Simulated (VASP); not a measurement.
Crystal: Be2C.

```
C Be
1.0
     0.00000    2.15047    2.15047
     2.15047    0.00000    2.15047
     2.15047    2.15047    0.00000
C Be
1 2
Direct
  0.00000 0.00000 0.00000
  0.75000 0.75000 0.75000
  0.25000 0.25000 0.25000
```

This cell differs from its parent crystal: volume scaled by 0.98.

Base run:

```yaml
Program: VASP 6.6.1
Functional: PBEsol
Potentials_or_basis: VASP PAW PBE potentials, release 64 (C, Be)
Cutoff: 600 eV
k_mesh: 11 × 11 × 11
Occupations: fermi-dirac, width 0.05 eV
Spin: no spin polarisation
```

Its results: band gap on the k mesh 1.17 eV, indirect (least direct gap 4.12 eV); pressure 2.0 GPa.

The run is repeated on the same cell with these changes: functional from PBEsol to LDA; potentials or basis from VASP PAW PBE potentials, release 64 (C, Be) to VASP PAW LDA potentials, release 64 (C, Be). What comes out?

Band gap on the k mesh 1.28 eV, indirect (least direct gap 4.06 eV); pressure -4.3 GPa.

Caveats: the PAW data sets were made with another functional, which shifts forces and pressure a little (some runs).

A k mesh can miss the band edges.
